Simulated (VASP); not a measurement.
# SnPb2Se3 (P-3m1) in VASP: single point with PBE

Aim: the single point of SnPb2Se3 with PBE.

Program: VASP 6.6.1. These are calculated values, not measurements. Logs are shortened: lines on timing, memory, paths and dates and some standing lists are left out, and cuts for length are marked.

### 1 The cell of the first run

Symmetry: P-3m1, No. 164, trigonal system. The conventional cell has a = 4.361 Å, b = 4.361 Å, c = 10.688 Å, α = 90.00°, β = 90.00°, γ = 120.00°. Sn (site symmetry -3m) has 6 Se at 3.04 Å within 4.0 Å. Pb (site symmetry 3m) has 6 Se at 3.10 to 3.11 Å within 4.1 Å. Se (site symmetry 3m) has 3 Sn at 3.04 Å and 3 Pb at 3.11 Å within 4.0 Å. Within 4.1 Å of Se (site symmetry -3m) lie 6 Pb at 3.10 Å.

### 2 Single point, PBE

File INCAR:

```
SYSTEM = SnPb2Se3
PREC     = Accurate       ! precision mode
ENCUT    = 520            ! plane-wave cutoff, eV
EDIFF    = 1E-7           ! SCF threshold, eV
ISMEAR   = 0              ! smearing method
SIGMA    = 0.01           ! smearing width, eV
LREAL    = .False.        ! projectors in reciprocal space
LASPH    = .True.         ! aspherical terms in the spheres
NELM     = 100            ! most SCF steps
ALGO     = Normal         ! electronic algorithm
ISIF     = 2              ! what is computed and relaxed
LWAVE    = .False.        ! write WAVECAR
LCHARG   = .False.        ! write CHGCAR
GGA      = PE             ! functional
NBANDS   = 39             ! bands
```

File KPOINTS:

```
Automatic mesh
0
Gamma
  12 12 4
  0 0 0
```

File POSCAR:

```
SnPb2Se3
1.0
    4.3608073283      0.0000000000      0.0000000000
   -2.1804036642      3.7765699273      0.0000000000
    0.0000000000      0.0000000000     10.6883619734
Sn Pb Se
1 2 3
Direct
    0.0000000000      0.0000000000      0.0000000000
    0.3333333333      0.6666666667      0.6694276008
    0.6666666667      0.3333333333      0.3305723992
    0.6666666667      0.3333333333      0.8399362274
    0.0000000000      0.0000000000      0.5000000000
    0.3333333333      0.6666666667      0.1600637726
```

Potentials or basis: VASP PAW PBE potentials, release 64 (Sn_d, Pb_d, Se).

Launch:

```console
cat potpaw_PBE.64/Sn_d/POTCAR potpaw_PBE.64/Pb_d/POTCAR potpaw_PBE.64/Se/POTCAR > POTCAR
mpirun -np 1 vasp_std > vasp.out
```

OUTCAR:

```text
SYSTEM = SnPb2Se3
   PREC = Accurate
   ENCUT = 520
   EDIFF = 1E-7
   ISMEAR = 0
   LREAL = .False.
   LASPH = .True.
   NELM = 100
   ISIF = 2
   GGA = PE

 ion  position               nearest neighbor table
   1  0.000  0.000  0.000-   4 3.04   6 3.04   4 3.04   6 3.04   4 3.04   6 3.04
   2  0.333  0.667  0.669-   5 3.10   5 3.10   5 3.10   4 3.11   4 3.11   4 3.11
   3  0.667  0.333  0.331-   5 3.10   5 3.10   5 3.10   6 3.11   6 3.11   6 3.11
   4  0.667  0.333  0.840-   1 3.04   1 3.04   1 3.04   2 3.11   2 3.11   2 3.11
   5  0.000  0.000  0.500-   2 3.10   3 3.10   3 3.10   2 3.10   3 3.10   2 3.10
   6  0.333  0.667  0.160-   1 3.04   1 3.04   1 3.04   3 3.11   3 3.11   3 3.11

  LATTYP: Found a hexagonal cell.
 ALAT       =     4.3608073283
 C/A-ratio  =     2.4510053228

  Lattice vectors:

 A1 = (   4.3608073283,   0.0000000000,   0.0000000000)
 A2 = (  -2.1804036642,   3.7765699273,   0.0000000000)
 A3 = (   0.0000000000,   0.0000000000,  10.6883619734)

Analysis of symmetry for initial positions (statically):
=====================================================================
 Subroutine PRICEL returns:
 Original cell was already a primitive cell.

 Routine SETGRP: Setting up the symmetry group for a
 hexagonal supercell.

 Subroutine GETGRP returns: Found 12 space group operations
 (whereof 12 operations were pure point group operations)
 out of a pool of 24 trial point group operations.

The static configuration has the point symmetry D_3d.

Analysis of symmetry for dynamics (positions and initial velocities):
=====================================================================
 Subroutine PRICEL returns:
 Original cell was already a primitive cell.

 Routine SETGRP: Setting up the symmetry group for a
 hexagonal supercell.

 Subroutine GETGRP returns: Found 12 space group operations
 (whereof 12 operations were pure point group operations)
 out of a pool of 24 trial point group operations.

The dynamic configuration has the point symmetry D_3d.

 Subroutine INISYM returns: Found 12 space group operations
 (whereof 12 operations are pure point group operations),
 and found     1 'primitive' translations

----------------------------------------------------------------------------------------

                                     Primitive cell

[... 92 lines left out ...]
   ISPIN  =      1    spin polarized calculation?
   LNONCOLLINEAR =      F non collinear calculations
   LSORBIT =      F    spin-orbit coupling
   LASPH  =      T    aspherical Exc in radial PAW
   ENCUT  =  520.0 eV  38.22 Ry    6.18 a.u.   8.11  8.11 19.87*2*pi/ulx,y,z
   NELM   =    100;   NELMIN=  2; NELMDL= -5     # of ELM steps
   EDIFF  = 0.1E-06   stopping-criterion for ELM
   LREAL  =      F    real-space projection
   EDIFFG = 0.1E-05   stopping-criterion for IOM
   NSW    =      0    number of steps for IOM
   IBRION =     -1    ionic relax: 0-MD 1-quasi-New 2-CG
   NFREE  =      0    steps in history (QN), initial steepest desc. (CG)
   ISIF   =      2    stress and relaxation
   ISYM   =      2    0-nonsym 1-usesym 2-fastsym
   POTIM  = 0.5000    time-step for ionic-motion
   TEBEG  =    0.0;   TEEND  =   0.0 temperature during run
   PSTRESS=    0.0 pullay stress
   NELECT =      60.0000    total number of electrons
   NUPDOWN=      -1.0000    fix difference up-down
   EMIN   =  10.00;   EMAX   =-10.00  energy-range for DOS
   EFERMI =   0.00;   METHOD = LEGACY
   ISMEAR =     0;   SIGMA  =   0.01  broadening in eV -4-tet -1-fermi 0-gaus
   EFERMI_NEDOS =   21; number of points for ismear=-14 and -15
   IALGO  =     38    algorithm
   IMIX   =      4    mixing-type and parameters
     AMIX     =   0.40;   BMIX     =  1.00
     AMIX_MAG =   1.60;   BMIX_MAG =  1.00
  volume/ion in A,a.u.               =      29.34       197.98
  Fermi-wavevector in a.u.,A,eV,Ry     =   1.143580  2.161054 17.793376  1.307776
  Thomas-Fermi vector in A             =   2.280275
   LORBIT       =      0    0 simple, 1 ext, 2 COOP (PROOUT), +10 PAW based schemes
   GGA     = PE    functional components
   LHFCALC =     F    Hartree Fock is set to
   AEXX    =    0.0000 exact exchange contribution
   IVDW    =     0    specifies the selected vdW correction
   LEPSILON=     F    determine dielectric tensor
   LRPA    =     F    only Hartree local field effects (RPA)
 non-spin polarized calculation
 Gauss-broadening in eV      SIGMA  =   0.01
  energy-cutoff  :      520.00
  volume of cell :      176.03
 maximum number of plane-waves:      4773
   NGX = 17   NGY = 17   NGZ = 39

 number of electron      60.0000009 magnetization

 Free energy of the ion-electron system (eV)
  ---------------------------------------------------
  ext. energy  EPLUGINS =         0.00000000
  ---------------------------------------------------
  free energy    TOTEN  =       -24.59180232 eV

  energy without entropy =      -24.59180232  energy(sigma->0) =      -24.59180232

 E-fermi :   4.9767     XC(G=0):  -9.3713

 val. band max:        4.9218138444   @ k =   0.5000  -0.0000   0.5000
 cond. band min:       5.0399127265   @ k =   0.0000   0.0000   0.5000
 fundamental gap:      0.1180988821
 Fermi energy:         4.9767480268

 k-point     1 :       0.0000    0.0000    0.0000
  band No.  band energies     occupation
      1     -16.6439      2.00000
      2     -16.6405      2.00000
      3     -16.6405      2.00000
      4     -16.6368      2.00000
      5     -16.6368      2.00000
      6     -12.1111      2.00000
[... 997 lines left out ...]
     38       9.1063      0.00000
     39       9.1192      0.00000

 [... further k-points ...]
[... 5 lines left out ...]
  --------------------------------------------------------------------------------------
  -------------------------------------------------------------------------------------
  Total       -0.0235599     -0.0235599     -0.0191342      0.0000000      0.0000000      0.0000000
  in kB       -0.2144409     -0.2144409     -0.1741586      0.0000000      0.0000000      0.0000000
  external PRESSURE =      -0.2010135 kB  Pullay stress =       0.0000000 kB

 VOLUME and BASIS-vectors are now :
 -----------------------------------------------------------------------------
  energy-cutoff  :      520.00
  volume of cell :      176.03
      direct lattice vectors                 reciprocal lattice vectors
     4.360807328  0.000000000  0.000000000     0.229315337  0.132395271  0.000000000
    -2.180403664  3.776569927  0.000000000     0.000000000  0.264790543  0.000000000
     0.000000000  0.000000000 10.688361973     0.000000000  0.000000000  0.093559706

 POSITION                                       TOTAL-FORCE (eV/Angst)
 -----------------------------------------------------------------------------------
      0.00000      0.00000      0.00000        -0.000000      0.000000      0.000000
     -0.00000      2.51771      7.15508         0.000000      0.000000     -0.000992
      2.18040      1.25886      3.53328         0.000000     -0.000000      0.000992
      2.18040      1.25886      8.97754        -0.000000     -0.000000      0.000086
      0.00000      0.00000      5.34418        -0.000000      0.000000      0.000000
     -0.00000      2.51771      1.71082        -0.000000      0.000000     -0.000086
 -----------------------------------------------------------------------------------
    total drift:                                0.000000      0.000000      0.000000

  FREE ENERGIE OF THE ION-ELECTRON SYSTEM (eV)
  ---------------------------------------------------
  free  energy   TOTEN  =       -24.5918023237 eV

  energy  without entropy=      -24.5918023237  energy(sigma->0) =      -24.59180232
```

Wall time 6.9 min (1 thread of AMD EPYC 7R13, shared host); peak memory 0.54 GiB.

What came out:

```
Free energy            : -24.5918 eV
Pressure               : 0.0 GPa
Band gap on the k mesh : 0.12 eV
```

Caveat: spin-orbit coupling is left out, which moves the levels of the heavy elements.
